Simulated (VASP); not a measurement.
# Ce (Im-3m) in VASP: single point with r2SCAN

Aim: the single point of Ce with r2SCAN.

Everything below comes from runs of VASP 6.6.1. Logs are shortened: lines on timing, memory, paths and dates and some standing lists are left out, and cuts for length are marked.

**1. The cell of the first run**

It takes space group Im-3m (No. 229, cubic). The conventional cell has a = 3.943 Å, b = 3.943 Å, c = 3.943 Å, α = 90.00°, β = 90.00°, γ = 90.00°. Within 4.5 Å of Ce (site symmetry m-3m) lie 14 Ce at 3.42 to 3.94 Å.

**2. Single point, r2SCAN, collinear spin, ferromagnetic start**

POSCAR reads:

```
Ce
1.0
   -1.9716933103      1.9716933103      1.9716933103
    1.9716933103     -1.9716933103      1.9716933103
    1.9716933103      1.9716933103     -1.9716933103
Ce
1
Direct
    0.0000000000      0.0000000000      0.0000000000
```

INCAR.step1 reads:

```
PREC     = Accurate       # precision mode
ENCUT    = 520            # plane-wave cutoff, eV
ISMEAR   = 0              # smearing method
SIGMA    = 0.05           # smearing width, eV
LREAL    = F              # projectors in reciprocal space
LASPH    = T              # aspherical terms in the spheres
NELM     = 150            # most SCF steps
ISPIN    = 2              # spin polarisation
MAGMOM   = -1.43          # initial moments
LMAXMIX  = 6              # l up to which the mixer works
NBANDS   = 16             # bands
GGA      = PE             # functional
ALGO     = Normal         # electronic algorithm
EDIFF    = 1E-4           # SCF threshold, eV
LWAVE    = T              # write WAVECAR
LCHARG   = F              # write CHGCAR
```

INCAR.step2 reads:

```
PREC     = Accurate       # precision mode
ENCUT    = 520            # plane-wave cutoff, eV
EDIFF    = 1E-7           # SCF threshold, eV
ISMEAR   = 0              # smearing method
SIGMA    = 0.05           # smearing width, eV
LREAL    = F              # projectors in reciprocal space
LASPH    = T              # aspherical terms in the spheres
NELM     = 150            # most SCF steps
ALGO     = Normal         # electronic algorithm
ISIF     = 2              # what is computed and relaxed
LWAVE    = F              # write WAVECAR
LCHARG   = F              # write CHGCAR
ISPIN    = 2              # spin polarisation
MAGMOM   = -1.43          # initial moments
LORBIT   = 11             # projections on sites
LMAXMIX  = 6              # l up to which the mixer works
METAGGA  = R2SCAN         # meta-GGA
LMIXTAU  = T            
NBANDS   = 16             # bands
ISTART   = 1
```

KPOINTS reads:

```
Automatic mesh
0
Gamma
  16 16 16
```

Potentials or basis: VASP PAW PBE potentials, release 64 (Ce).

Command:

```sh
cat potpaw_PBE.64/Ce/POTCAR > POTCAR
cp INCAR.step1 INCAR
mpirun -np 1 vasp_std > vasp.out
cp INCAR.step2 INCAR
mpirun -np 1 vasp_std > vasp.out
```

OUTCAR:

```text
PREC = Accurate
   ENCUT = 520
   EDIFF = 1E-7
   ISMEAR = 0
   LREAL = F
   LASPH = T
   NELM = 150
   ISIF = 2
   ISPIN = 2
   LORBIT = 11
   METAGGA = R2SCAN
   ISTART = 1

 ion  position               nearest neighbor table
   1  0.000  0.000  0.000-

  LATTYP: Found a body centered cubic cell.
 ALAT       =     3.9433866206

  Lattice vectors:

 A1 = (  -1.9716933103,   1.9716933103,   1.9716933103)
 A2 = (   1.9716933103,  -1.9716933103,   1.9716933103)
 A3 = (   1.9716933103,   1.9716933103,  -1.9716933103)

Analysis of symmetry for initial positions (statically):
=====================================================================
 Subroutine PRICEL returns:
 Original cell was already a primitive cell.

 Routine SETGRP: Setting up the symmetry group for a
 body centered cubic supercell.

 Subroutine GETGRP returns: Found 48 space group operations
 (whereof 48 operations were pure point group operations)
 out of a pool of 48 trial point group operations.

The static configuration has the point symmetry O_h .

Analysis of symmetry for dynamics (positions and initial velocities):
=====================================================================
 Subroutine PRICEL returns:
 Original cell was already a primitive cell.

 Routine SETGRP: Setting up the symmetry group for a
 body centered cubic supercell.

 Subroutine GETGRP returns: Found 48 space group operations
 (whereof 48 operations were pure point group operations)
 out of a pool of 48 trial point group operations.

The dynamic configuration has the point symmetry O_h .

Analysis of structural, dynamic, and magnetic symmetry:
=====================================================================
 Subroutine PRICEL returns:
 Original cell was already a primitive cell.

 Routine SETGRP: Setting up the symmetry group for a
 body centered cubic supercell.

 Subroutine GETGRP returns: Found 48 space group operations
 (whereof 48 operations were pure point group operations)
 out of a pool of 48 trial point group operations.

The overall configuration has the point symmetry O_h .

 Subroutine INISYM returns: Found 48 space group operations
 (whereof 48 operations are pure point group operations),
 and found     1 'primitive' translations

----------------------------------------------------------------------------------------

                                     Primitive cell

  volume of cell :      30.6604

  direct lattice vectors                    reciprocal lattice vectors
    -1.971693310  1.971693310  1.971693310     0.000000000  0.253589134  0.253589134
     1.971693310 -1.971693310  1.971693310     0.253589134  0.000000000  0.253589134
     1.971693310  1.971693310 -1.971693310     0.253589134  0.253589134  0.000000000

  length of vectors
     3.415072990  3.415072990  3.415072990     0.358629193  0.358629193  0.358629193

  position of ions in fractional coordinates (direct lattice)
     0.000000000  0.000000000  0.000000000

  ion indices of the primitive-cell ions
   primitive index   ion index
                 1           1

----------------------------------------------------------------------------------------

 KPOINTS: Automatic mesh

Automatic generation of k-mesh.
 Grid dimensions read from file:
 generate k-points for:   16   16   16

 Generating k-lattice:

  Cartesian coordinates                     Fractional coordinates (reciprocal lattice)
     0.000000000  0.015849321  0.015849321     0.062500000  0.000000000  0.000000000
     0.015849321  0.000000000  0.015849321     0.000000000  0.062500000  0.000000000
     0.015849321  0.015849321  0.000000000     0.000000000  0.000000000  0.062500000

  Length of vectors
     0.022414325  0.022414325  0.022414325

  Shift w.r.t. Gamma in fractional coordinates (k-lattice)
     0.000000000  0.000000000  0.000000000

 Subroutine IBZKPT returns following result:
 ===========================================

 Found    145 irreducible k-points:

 Following reciprocal coordinates:
            Coordinates               Weight
  0.000000  0.000000  0.000000      1.000000
  0.062500  0.000000  0.000000     12.000000
  0.125000  0.000000  0.000000     12.000000
  0.187500  0.000000  0.000000     12.000000
  0.250000  0.000000  0.000000     12.000000
  0.312500  0.000000  0.000000     12.000000
[... 16 lines left out ...]
  0.187500  0.187500  0.000000     24.000000
  0.250000  0.187500  0.000000     48.000000
 [... further k-points ...]
   k-points           NKPTS =    145   k-points in BZ     NKDIM =    145   number of bands    NBANDS=     16
   number of dos      NEDOS =    301   number of ions     NIONS =      1
   total plane-waves  NPLWV =  21952
   dimension x,y,z NGX =    28 NGY =   28 NGZ =   28
   dimension x,y,z NGXF=    56 NGYF=   56 NGZF=   56
   ions per type =               1
   NGX,Y,Z   is equivalent  to a cutoff of  13.63, 13.63, 13.63 a.u.
   NGXF,Y,Z  is equivalent  to a cutoff of  27.26, 27.26, 27.26 a.u.
 SYSTEM =  unknown system
   PREC   = accura    normal or accurate (medium, high low for compatibility)
   ISTART =      1    job   : 0-new  1-cont  2-samecut
   ICHARG =      0    charge: 1-file 2-atom 10-const
   ISPIN  =      2    spin polarized calculation?
   LNONCOLLINEAR =      F non collinear calculations
   LSORBIT =      F    spin-orbit coupling
   LASPH  =      T    aspherical Exc in radial PAW
   ENCUT  =  520.0 eV  38.22 Ry    6.18 a.u.   6.35  6.35  6.35*2*pi/ulx,y,z
   NELM   =    150;   NELMIN=  2; NELMDL=  0     # of ELM steps
   EDIFF  = 0.1E-06   stopping-criterion for ELM
   LREAL  =      F    real-space projection
   EDIFFG = 0.1E-05   stopping-criterion for IOM
   NSW    =      0    number of steps for IOM
   IBRION =     -1    ionic relax: 0-MD 1-quasi-New 2-CG
   NFREE  =      0    steps in history (QN), initial steepest desc. (CG)
   ISIF   =      2    stress and relaxation
   ISYM   =      2    0-nonsym 1-usesym 2-fastsym
   POTIM  = 0.5000    time-step for ionic-motion
   TEBEG  =    0.0;   TEEND  =   0.0 temperature during run
   PSTRESS=    0.0 pullay stress
   NELECT =      12.0000    total number of electrons
   NUPDOWN=      -1.0000    fix difference up-down
   EMIN   =  10.00;   EMAX   =-10.00  energy-range for DOS
   EFERMI =   0.00;   METHOD = LEGACY
   ISMEAR =     0;   SIGMA  =   0.05  broadening in eV -4-tet -1-fermi 0-gaus
   EFERMI_NEDOS =   21; number of points for ismear=-14 and -15
   IALGO  =     38    algorithm
   IMIX   =      4    mixing-type and parameters
     AMIX     =   0.40;   BMIX     =  1.00
     AMIX_MAG =   1.60;   BMIX_MAG =  1.00
  volume/ion in A,a.u.               =      30.66       206.91
  Fermi-wavevector in a.u.,A,eV,Ry     =   1.197501  2.262949 19.510872  1.434009
  Thomas-Fermi vector in A             =   2.333414
   LORBIT       =     11    0 simple, 1 ext, 2 COOP (PROOUT), +10 PAW based schemes
   METAGGA = R2SCAN    functional components
   LHFCALC =     F    Hartree Fock is set to
   AEXX    =    0.0000 exact exchange contribution
   IVDW    =     0    specifies the selected vdW correction
   LEPSILON=     F    determine dielectric tensor
   LRPA    =     F    only Hartree local field effects (RPA)
 spin polarized calculation
 Gauss-broadening in eV      SIGMA  =   0.05
  energy-cutoff  :      520.00
  volume of cell :       30.66
 maximum number of plane-waves:       856
 NGX is ok and might be reduce to    28
   NGX = 13   NGY = 13   NGZ = 13

 number of electron      12.0000000 magnetization       0.0000510

 number of electron      12.0000000 magnetization      -0.0000146

 Free energy of the ion-electron system (eV)
  ---------------------------------------------------
  ext. energy  EPLUGINS =         0.00000000
  ---------------------------------------------------
  free energy    TOTEN  =       -30.50568771 eV

  energy without entropy =      -30.50080345  energy(sigma->0) =      -30.50324558

 E-fermi :   7.9089     XC(G=0): -11.3798

 val. band max:        7.9056965615   @ k =   0.2500   0.0000   0.0000
 cond. band min:       7.9105097267   @ k =   0.0625   0.0625   0.0000
 fundamental gap:      0.0048131652
 Fermi energy:         7.9089073480

 spin component 1

 k-point     1 :       0.0000    0.0000    0.0000
  band No.  band energies     occupation
      1     -28.1066      1.00000
      2      -9.3079      1.00000
      3      -9.3079      1.00000
      4      -9.3079      1.00000
      5       4.6803      1.00000
      6       7.9849      0.01576
[... 8 lines left out ...]
     15       9.8346      0.00000
     16      12.3804      0.00000

 k-point     2 :       0.0625    0.0000    0.0000
  band No.  band energies     occupation
      1     -28.0947      1.00000
      2      -9.3968      1.00000
      3      -9.3326      1.00000
      4      -9.3096      1.00000
      5       4.8396      1.00000
      6       7.9569      0.08754
[... 8 lines left out ...]
     15      10.0800      0.00000
     16      12.2434      0.00000
[... 387 lines left out ...]
      5       6.8702      1.00000
      6       7.5387      1.00000
[... 8 lines left out ...]
     15      11.9499      0.00000
     16      13.4308      0.00000

 k-point    24 :       0.2500    0.1875    0.0000
  band No.  band energies     occupation
      1     -27.7968      1.00000
      2     -10.8899      1.00000
      3      -9.9695      1.00000
      4      -9.4944      1.00000
      5       6.8668      1.00000
      6       7.5802      1.00000
[... 8 lines left out ...]
     15      12.2200      0.00000
     16      13.5821      0.00000

 [... further k-points ...]

 spin component 2

 k-point     1 :       0.0000    0.0000    0.0000
  band No.  band energies     occupation
      1     -28.1066      1.00000
      2      -9.3079      1.00000
      3      -9.3079      1.00000
      4      -9.3079      1.00000
      5       4.6803      1.00000
      6       7.9849      0.01580
[... 8 lines left out ...]
     15       9.8346      0.00000
     16      12.3804      0.00000

 k-point     2 :       0.0625    0.0000    0.0000
  band No.  band energies     occupation
      1     -28.0947      1.00000
      2      -9.3968      1.00000
      3      -9.3326      1.00000
      4      -9.3096      1.00000
      5       4.8396      1.00000
      6       7.9568      0.08769
[... 8 lines left out ...]
     15      10.0800      0.00000
     16      12.2434      0.00000
[... 387 lines left out ...]
      5       6.8703      1.00000
      6       7.5387      1.00000
[... 8 lines left out ...]
     15      11.9499      0.00000
     16      13.4308      0.00000

 k-point    24 :       0.2500    0.1875    0.0000
  band No.  band energies     occupation
      1     -27.7969      1.00000
      2     -10.8899      1.00000
      3      -9.9695      1.00000
      4      -9.4944      1.00000
      5       6.8668      1.00000
      6       7.5802      1.00000
[... 8 lines left out ...]
     15      12.2200      0.00000
     16      13.5821      0.00000

 [... further k-points ...]
[... 5 lines left out ...]
  --------------------------------------------------------------------------------------
  -------------------------------------------------------------------------------------
  Total       -0.7708547     -0.7708547     -0.7708547      0.0000000      0.0000000     -0.0000000
  in kB      -40.2814416    -40.2814416    -40.2814416      0.0000000      0.0000000     -0.0000000
  external PRESSURE =     -40.2814416 kB  Pullay stress =       0.0000000 kB

 VOLUME and BASIS-vectors are now :
 -----------------------------------------------------------------------------
  energy-cutoff  :      520.00
  volume of cell :       30.66
      direct lattice vectors                 reciprocal lattice vectors
    -1.971693310  1.971693310  1.971693310     0.000000000  0.253589134  0.253589134
     1.971693310 -1.971693310  1.971693310     0.253589134  0.000000000  0.253589134
     1.971693310  1.971693310 -1.971693310     0.253589134  0.253589134  0.000000000

 POSITION                                       TOTAL-FORCE (eV/Angst)
 -----------------------------------------------------------------------------------
      0.00000      0.00000      0.00000         0.000000     -0.000000      0.000000
 -----------------------------------------------------------------------------------
    total drift:                                0.000000     -0.000000     -0.000000

  FREE ENERGIE OF THE ION-ELECTRON SYSTEM (eV)
  ---------------------------------------------------
  free  energy   TOTEN  =       -30.5056877097 eV

  energy  without entropy=      -30.5008034500  energy(sigma->0) =      -30.50324558

 total charge

# of ion       s       p       d       f       tot
--------------------------------------------------
    1        2.135   5.619   1.128   0.918   9.800

 magnetization (x)

# of ion       s       p       d       f       tot
--------------------------------------------------
    1        0.000  -0.000   0.000  -0.000  -0.000
```

Wall time 13 min (1 thread of Intel Xeon Platinum 8375C at 2.90GHz (Ice Lake), shared host); peak memory 0.28 GiB.

What came out:

| Item | Value |
| --- | --- |
| Free energy | -30.5057 eV |
| Pressure | -4.0 GPa |
| Band gap on the k mesh | zero (filled and empty bands overlap) |
| Net moment | 0.00 μB per cell |
| Valence electrons inside the program's atomic spheres | Ce 9.80 |

Levels at points of the mesh, in eV from the Fermi level:
Spin up:
| k point | band 2 | band 3 | band 4 | band 5 | band 6 | band 7 | band 8 | band 9 | band 10 | band 11 |
| --- | --- | --- | --- | --- | --- | --- | --- | --- | --- | --- |
| (0.00, 0.00, 0.00) | -17.22 | -17.22 | -17.22 | -3.23 | 0.08 | 0.08 | 0.08 | 0.93 | 0.93 | 0.93 |
| (0.50, 0.00, 0.00) | -19.21 | -17.82 | -17.26 | -2.09 | -0.19 | 0.15 | 0.38 | 0.62 | 0.64 | 0.77 |
| (0.50, 0.50, 0.50) | -18.53 | -18.53 | -18.53 | -2.49 | -2.49 | 0.43 | 0.59 | 0.59 | 0.59 | 0.82 |
Spin down:
| k point | band 4 | band 5 | band 6 | band 7 | band 8 | band 9 |
| --- | --- | --- | --- | --- | --- | --- |
| (0.00, 0.00, 0.00) | -17.22 | -3.23 | 0.08 | 0.08 | 0.08 | 0.93 |
| (0.50, 0.00, 0.00) | -17.26 | -2.09 | -0.19 | 0.15 | 0.38 | 0.62 |
| (0.50, 0.50, 0.50) | -18.53 | -2.49 | -2.49 | 0.43 | 0.59 | 0.59 |

Caveat: the magnetic or orbital state may not be the lowest; the PAW data sets were made with another functional, which shifts forces and pressure a little; spin-orbit coupling is left out, which moves the levels of the heavy elements.
